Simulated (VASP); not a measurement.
# Al (P6_3/mmc) in VASP: further runs

Runs on Al. Level: PBEsol. Tasks: relaxation of cell and atoms.

Everything below comes from runs of VASP 6.6.1. Logs are shortened: lines on timing, memory, paths and dates and some standing lists are left out, and cuts for length are marked.

## 1. The cell of the first run

The structure is hexagonal, space group P6_3/mmc (No. 194). Conventional cell: a = 2.827 Å, b = 2.827 Å, c = 9.186 Å, α = 90.00°, β = 90.00°, γ = 120.00°. Within 3.7 Å of Al (site symmetry -3m) lie 12 Al at 2.82 to 2.83 Å. Within 3.7 Å of Al (site symmetry -6m2) lie 12 Al at 2.82 to 2.83 Å.

## 2. Relaxation of cell and atoms, PBEsol, target pressure 30 GPa, at which the enthalpy is minimised

INCAR

```
  PREC = Accurate
  ENCUT = 600
  EDIFF = 1E-6
  ISMEAR = 1
  SIGMA = 0.1
  LREAL = False
  LASPH = True
  NELM = 60
  ALGO = Normal
  ISIF = 3
  LWAVE = False
  LCHARG = False
  GGA = PS
  IBRION = 2
  NSW = 80
  EDIFFG = -0.01
  PSTRESS = 300.0
```

KPOINTS

```
Automatic mesh
0
Gamma
  9 9 3
```

POSCAR

```
Al
1.0
    2.8270770000      0.0000000000      0.0000000000
   -1.4135390000      2.4483210000      0.0000000000
    0.0000000000      0.0000000000      9.1859930000
Al
4
Direct
    0.0000000000      0.0000000000      0.0000000000
    0.3333333333      0.6666666667      0.2500000000
    0.0000000000      0.0000000000      0.5000000000
    0.6666666667      0.3333333333      0.7500000000
```

Potentials or basis: VASP PAW PBE potentials, release 64 (Al).

On the command line:

```
cat potpaw_PBE.64/Al/POTCAR > POTCAR
mpirun -np 1 vasp_std > vasp.out
```

OUTCAR:

```text
PREC = Accurate
   ENCUT = 600
   EDIFF = 1E-6
   ISMEAR = 1
   LREAL = False
   LASPH = True
   NELM = 60
   ISIF = 3
   GGA = PS
   IBRION = 2
   NSW = 80
   EDIFFG = -0.01
   PSTRESS = 300.0

 ion  position               nearest neighbor table
   1  0.000  0.000  0.000-   4 2.82   2 2.82   4 2.82   2 2.82   4 2.82   2 2.82
   2  0.333  0.667  0.250-   1 2.82   3 2.82   1 2.82   3 2.82   1 2.82   3 2.82
   3  0.000  0.000  0.500-   4 2.82   2 2.82   4 2.82   2 2.82   4 2.82   2 2.82
   4  0.667  0.333  0.750-   1 2.82   3 2.82   1 2.82   3 2.82   1 2.82   3 2.82

  LATTYP: Found a hexagonal cell.
 ALAT       =     2.8270770000
 C/A-ratio  =     3.2492899910

  Lattice vectors:

 A1 = (   2.8270770000,   0.0000000000,   0.0000000000)
 A2 = (  -1.4135390000,   2.4483210000,   0.0000000000)
 A3 = (   0.0000000000,   0.0000000000,   9.1859930000)

Analysis of symmetry for initial positions (statically):
=====================================================================
 Subroutine PRICEL returns:
 Original cell was already a primitive cell.

 Routine SETGRP: Setting up the symmetry group for a
 hexagonal supercell.

 Subroutine GETGRP returns: Found 24 space group operations
 (whereof 12 operations were pure point group operations)
 out of a pool of 24 trial point group operations.

The static configuration has the point symmetry D_3d.
 The point group associated with its full space group is D_6h.

Analysis of symmetry for dynamics (positions and initial velocities):
=====================================================================
 Subroutine PRICEL returns:
 Original cell was already a primitive cell.

 Routine SETGRP: Setting up the symmetry group for a
 hexagonal supercell.

 Subroutine GETGRP returns: Found 24 space group operations
 (whereof 12 operations were pure point group operations)
 out of a pool of 24 trial point group operations.

The dynamic configuration has the point symmetry D_3d.
 The point group associated with its full space group is D_6h.

 Subroutine INISYM returns: Found 24 space group operations
 (whereof 12 operations are pure point group operations),
 and found     1 'primitive' translations

----------------------------------------------------------------------------------------

                                     Primitive cell

  volume of cell :      63.5817

  direct lattice vectors                    reciprocal lattice vectors
     2.827077000  0.000000000  0.000000000     0.353722237  0.204221659  0.000000000
    -1.413539000  2.448321000  0.000000000     0.000000000  0.408443174  0.000000000
     0.000000000  0.000000000  9.185993000     0.000000000  0.000000000  0.108861394

  length of vectors
     2.827077000  2.827077683  9.185993000     0.408443273  0.408443174  0.108861394

  position of ions in fractional coordinates (direct lattice)
     0.000000000  0.000000000  0.000000000
     0.333333333  0.666666667  0.250000000
     0.000000000  0.000000000  0.500000000
     0.666666667  0.333333333  0.750000000

  ion indices of the primitive-cell ions
   primitive index   ion index
                 1           1
                 2           2
                 3           3
                 4           4

----------------------------------------------------------------------------------------

 KPOINTS: Automatic mesh

Automatic generation of k-mesh.
 Grid dimensions read from file:
 generate k-points for:    9    9    3

 Generating k-lattice:

  Cartesian coordinates                     Fractional coordinates (reciprocal lattice)
     0.039302471  0.022691295  0.000000000     0.111111111  0.000000000  0.000000000
     0.000000000  0.045382575  0.000000000     0.000000000  0.111111111  0.000000000
     0.000000000  0.000000000  0.036287131     0.000000000  0.000000000  0.333333333

  Length of vectors
     0.045382586  0.045382575  0.036287131

  Shift w.r.t. Gamma in fractional coordinates (k-lattice)
     0.000000000  0.000000000  0.000000000

 Subroutine IBZKPT returns following result:
 ===========================================

 Found     24 irreducible k-points:

 Following reciprocal coordinates:
            Coordinates               Weight
  0.000000  0.000000  0.000000      1.000000
  0.111111  0.000000  0.000000      6.000000
  0.222222  0.000000  0.000000      6.000000
  0.333333  0.000000  0.000000      6.000000
  0.444444  0.000000  0.000000      6.000000
  0.111111  0.111111  0.000000      6.000000
[... 16 lines left out ...]
  0.333333  0.222222  0.333333     24.000000
  0.333333  0.333333  0.333333      4.000000
   k-points           NKPTS =     24   k-points in BZ     NKDIM =     24   number of bands    NBANDS=     10
   number of dos      NEDOS =    301   number of ions     NIONS =      4
   total plane-waves  NPLWV =  46080
   dimension x,y,z NGX =    24 NGY =   24 NGZ =   80
   dimension x,y,z NGXF=    48 NGYF=   48 NGZF=  160
   ions per type =               4
   NGX,Y,Z   is equivalent  to a cutoff of  14.11, 14.11, 14.48 a.u.
   NGXF,Y,Z  is equivalent  to a cutoff of  28.23, 28.23, 28.96 a.u.
 SYSTEM =  unknown system
   PREC   = accura    normal or accurate (medium, high low for compatibility)
   ISTART =      0    job   : 0-new  1-cont  2-samecut
   ICHARG =      2    charge: 1-file 2-atom 10-const
   ISPIN  =      1    spin polarized calculation?
   LNONCOLLINEAR =      F non collinear calculations
   LSORBIT =      F    spin-orbit coupling
   LASPH  =      T    aspherical Exc in radial PAW
   ENCUT  =  600.0 eV  44.10 Ry    6.64 a.u.   5.65  5.65 18.35*2*pi/ulx,y,z
   NELM   =     60;   NELMIN=  2; NELMDL= -5     # of ELM steps
   EDIFF  = 0.1E-05   stopping-criterion for ELM
   LREAL  =      F    real-space projection
   EDIFFG = -.1E-01   stopping-criterion for IOM
   NSW    =     80    number of steps for IOM
   IBRION =      2    ionic relax: 0-MD 1-quasi-New 2-CG
   NFREE  =      1    steps in history (QN), initial steepest desc. (CG)
   ISIF   =      3    stress and relaxation
   ISYM   =      2    0-nonsym 1-usesym 2-fastsym
   POTIM  = 0.5000    time-step for ionic-motion
   TEBEG  =    0.0;   TEEND  =   0.0 temperature during run
   PSTRESS=  300.0 pullay stress
   NELECT =      12.0000    total number of electrons
   NUPDOWN=      -1.0000    fix difference up-down
   EMIN   =  10.00;   EMAX   =-10.00  energy-range for DOS
   EFERMI =   0.00;   METHOD = LEGACY
   ISMEAR =     1;   SIGMA  =   0.10  broadening in eV -4-tet -1-fermi 0-gaus
   EFERMI_NEDOS =   21; number of points for ismear=-14 and -15
   IALGO  =     38    algorithm
   IMIX   =      4    mixing-type and parameters
     AMIX     =   0.40;   BMIX     =  1.00
     AMIX_MAG =   1.60;   BMIX_MAG =  1.00
  volume/ion in A,a.u.               =      15.90       107.27
  Fermi-wavevector in a.u.,A,eV,Ry     =   0.939055  1.774557 11.997958  0.881825
  Thomas-Fermi vector in A             =   2.066329
   LORBIT       =      0    0 simple, 1 ext, 2 COOP (PROOUT), +10 PAW based schemes
   GGA     = PS    functional components
   LHFCALC =     F    Hartree Fock is set to
   AEXX    =    0.0000 exact exchange contribution
   IVDW    =     0    specifies the selected vdW correction
   LEPSILON=     F    determine dielectric tensor
   LRPA    =     F    only Hartree local field effects (RPA)
 conjugate gradient relaxation of ions
 non-spin polarized calculation
 Methfessel and Paxton  Order N= 1 SIGMA  =   0.10
  energy-cutoff  :      600.00
  volume of cell :       63.58
 maximum number of plane-waves:      2140
 NGX is ok and might be reduce to    24
   NGX = 11   NGY = 11   NGZ = 37

--------------------------------------- Ionic step        1  -------------------------------------------

 number of electron      12.0000000 magnetization

 Free energy of the ion-electron system (eV)
  ---------------------------------------------------
  ext. energy  EPLUGINS =         0.00000000
  ---------------------------------------------------
  free energy    TOTEN  =       -16.29029659 eV

  energy without entropy =      -16.28815315  energy(sigma->0) =      -16.28958211

 E-fermi :   8.2114     XC(G=0): -10.3946

 val. band max:        8.1940031224   @ k =   0.3333   0.2222   0.3333
 cond. band min:       8.2597828031   @ k =   0.3333   0.1111   0.0000
 fundamental gap:      0.0657796807
 Fermi energy:         8.2114279825

 k-point     1 :       0.0000    0.0000    0.0000
  band No.  band energies     occupation
      1      -3.0477      2.00000
      2      -1.3121      2.00000
      3      -1.2981      2.00000
      4       3.6295      2.00000
      5       3.9786      2.00000
      6      11.9458      0.00000
      7      11.9597      0.00000
      8      19.2000      0.00000
      9      19.2055      0.00000
     10      19.3596      0.00000

 k-point     2 :       0.1111    0.0000    0.0000
  band No.  band energies     occupation
      1      -2.7433      2.00000
      2      -1.0117      2.00000
      3      -0.9976      2.00000
      4       3.9106      2.00000
      5       4.2743      2.00000
      6      12.1707      0.00000
      7      12.2040      0.00000
      8      15.5118      0.00000
      9      16.8942      0.00000
     10      17.0095      0.00000
[... 515 lines left out ...]
  FREE ENERGIE OF THE ION-ELECTRON SYSTEM (eV)
  ---------------------------------------------------
  free  energy   TOTEN  =       -15.3402201966 eV

  energy  without entropy=      -15.3391146964  energy(sigma->0) =      -15.33985170

  enthalpy is  TOTEN    =        -5.6020650155 eV   P V=        9.7381551811

--------------------------------------- Ionic step        7  -------------------------------------------

 number of electron      12.0000000 magnetization

 Free energy of the ion-electron system (eV)
  ---------------------------------------------------
  ext. energy  EPLUGINS =         0.00000000
  ---------------------------------------------------
  free energy    TOTEN  =       -15.31645156 eV

  energy without entropy =      -15.31536447  energy(sigma->0) =      -15.31608920

 E-fermi :  10.5664     XC(G=0): -11.1701

 val. band max:       10.5250856628   @ k =   0.3333   0.2222   0.3333
 cond. band min:      10.6445783137   @ k =   0.2222   0.2222   0.3333
 fundamental gap:      0.1194926509
 Fermi energy:        10.5663809538

 k-point     1 :       0.0000    0.0000    0.0000
  band No.  band energies     occupation
      1      -2.1994      2.00000
      2      -0.2489      2.00000
      3      -0.2288      2.00000
      4       5.0752      2.00000
      5       5.8944      2.00000
      6      14.5216      0.00000
      7      14.5413      0.00000
      8      23.1566      0.00000
      9      23.1566      0.00000
     10      23.3212      0.00000

 k-point     2 :       0.1111    0.0000    0.0000
  band No.  band energies     occupation
      1      -1.8492      2.00000
      2       0.0950      2.00000
      3       0.1151      2.00000
      4       5.3927      2.00000
      5       6.2262      2.00000
      6      14.7569      0.00000
      7      14.8008      0.00000
      8      19.0093      0.00000
      9      20.3630      0.00000
     10      20.5212      0.00000
[... 306 lines left out ...]
 POSITION                                       TOTAL-FORCE (eV/Angst)
 -----------------------------------------------------------------------------------
      0.00000     -0.00000      0.00000         0.000000      0.000000      0.000000
     -0.00000      1.52009      2.16045         0.000000     -0.000000      0.000000
      0.00000     -0.00000      4.32091         0.000000      0.000000      0.000000
      1.31644      0.76004      6.48136        -0.000000      0.000000     -0.000000
 -----------------------------------------------------------------------------------
    total drift:                                0.000000     -0.000000      0.000000

  FREE ENERGIE OF THE ION-ELECTRON SYSTEM (eV)
  ---------------------------------------------------
  free  energy   TOTEN  =       -15.3164515643 eV

  energy  without entropy=      -15.3153644738  energy(sigma->0) =      -15.31608920

  enthalpy is  TOTEN    =        -5.6022778731 eV   P V=        9.7141736912

 reached required accuracy - stopping structural energy minimisation
```

Wall time 24 s (1 thread of Intel Xeon 6975P-C (Granite Rapids), shared host); peak memory 0.2 GiB.

Results:

```
Free energy                                            : -15.3165 eV
Relaxed volume                                         : 12.97 Å³/atom
Relaxed cell                                           : a = 2.633 Å, b = 2.633 Å, c = 8.642 Å, α = 90.00°, β = 90.00°, γ = 120.00°
Space group after relaxing (to 0.05 Å)                 : P6_3/mmc (No. 194)
Energy change on relaxing (the enthalpy is what falls) : +243.5 meV/atom
Ionic steps                                            : 7
Pressure after relaxing                                : 30.0 GPa
Band gap on the k mesh                                 : zero (band 6 reaches 14.98 eV, above the bottom of band 7 at 9.24 eV)
```

Step by step:
| step | energy change (eV) | largest force (eV/Å) | pressure (GPa) | volume (Å³) |
| --- | --- | --- | --- | --- |
| 1 | 0.0000 | 0.0000 | 1.59 | 63.58 |
| 2 | 5.0020 | 0.0000 | 99.64 | 41.00 |
| 3 | 0.8763 | 0.0000 | 27.95 | 52.42 |
| 4 | 0.9569 | 0.0000 | 29.63 | 51.97 |
| 5 | 0.9975 | 0.0000 | 30.47 | 51.75 |
| 6 | 0.9501 | 0.0000 | 29.50 | 52.01 |
| 7 | 0.9738 | 0.0000 | 29.98 | 51.88 |

Final structure:
```yaml
crystal:
  lattice:
    - [2.63287, 0.00000, 0.00000]
    - [-1.31644, 2.28013, 0.00000]
    - [0.00000, 0.00000, 8.64181]
  atoms:
    - { symbol: Al, position: [0.00000, 0.00000, 0.00000] }
    - { symbol: Al, position: [0.33333, 0.66667, 0.25000] }
    - { symbol: Al, position: [0.00000, 0.00000, 0.50000] }
    - { symbol: Al, position: [0.66667, 0.33333, 0.75000] }
```

Caveat: the cell is relaxed towards a set pressure, so the enthalpy falls and the energy may rise; the volume moved by over 15 % at a fixed basis, so the end points are rough; the PAW data sets were made with another functional, which shifts forces and pressure a little.

## 3. Relaxation of cell and atoms, PBEsol, target pressure 40 GPa, at which the enthalpy is minimised

INCAR

```
  PREC = Accurate
  ENCUT = 600
  EDIFF = 1E-7
  ISMEAR = 1
  SIGMA = 0.1
  LREAL = F
  LASPH = T
  NELM = 80
  ALGO = Normal
  ISIF = 3
  LWAVE = F
  LCHARG = F
  GGA = PS
  IBRION = 2
  NSW = 80
  EDIFFG = -0.01
  PSTRESS = 400.0
```

KPOINTS

```
regular mesh
0
Gamma
  9 9 3
```

POSCAR is that of step 2.

Potentials or basis: VASP PAW PBE potentials, release 64 (Al).

On the command line:

```
cat potpaw_PBE.64/Al/POTCAR > POTCAR
mpirun -np 1 vasp_std > vasp.out
```

Wall time 29 s (1 thread of Intel Xeon 6975P-C (Granite Rapids), shared host); peak memory 0.21 GiB.

Results (log left out):

* Free energy: -14.8042 eV
* Relaxed volume: 12.38 Å³/atom
* Relaxed cell: a = 2.593 Å, b = 2.593 Å, c = 8.508 Å, α = 90.00°, β = 90.00°, γ = 120.00°
* Space group after relaxing (to 0.05 Å): P6_3/mmc (No. 194)
* Energy change on relaxing (the enthalpy is what falls): +371.5 meV/atom
* Ionic steps: 7
* Pressure after relaxing: 40.0 GPa
* Band gap on the k mesh: zero (band 6 reaches 15.65 eV, above the bottom of band 7 at 9.81 eV)

The path:
| step | energy change (eV) | largest force (eV/Å) | pressure (GPa) | volume (Å³) |
| --- | --- | --- | --- | --- |
| 1 | 0.0000 | 0.0000 | 1.59 | 63.58 |
| 2 | 10.6682 | 0.0000 | 192.15 | 34.56 |
| 3 | 1.2072 | 0.0000 | 34.65 | 50.72 |
| 4 | 1.4111 | 0.0000 | 38.58 | 49.83 |
| 5 | 1.4871 | 0.0000 | 40.02 | 49.52 |
| 6 | 1.4857 | 0.0000 | 40.00 | 49.52 |
| 7 | 1.4861 | 0.0000 | 40.01 | 49.52 |

Final structure:
```xyz
4
Lattice="2.5926 0.0000 0.0000 -1.2963 2.2452 0.0000 0.0000 0.0000 8.5075" Properties=species:S:1:pos:R:3 pbc="T T T"
Al    0.0000    0.0000    0.0000
Al    0.0000    1.4968    2.1269
Al    0.0000    0.0000    4.2538
Al    1.2963    0.7484    6.3807
```

Levels at points of the mesh, in eV from the Fermi level:
| k point | band 3 | band 4 | band 5 | band 6 | band 7 | band 8 |
| --- | --- | --- | --- | --- | --- | --- |
| (0.00, 0.00, 0.00) | -11.07 | -5.67 | -4.72 | 4.08 | 4.10 | 12.89 |

Caveat: the cell is relaxed towards a set pressure, so the enthalpy falls and the energy may rise; the volume moved by over 15 % at a fixed basis, so the end points are rough; the PAW data sets were made with another functional, which shifts forces and pressure a little.
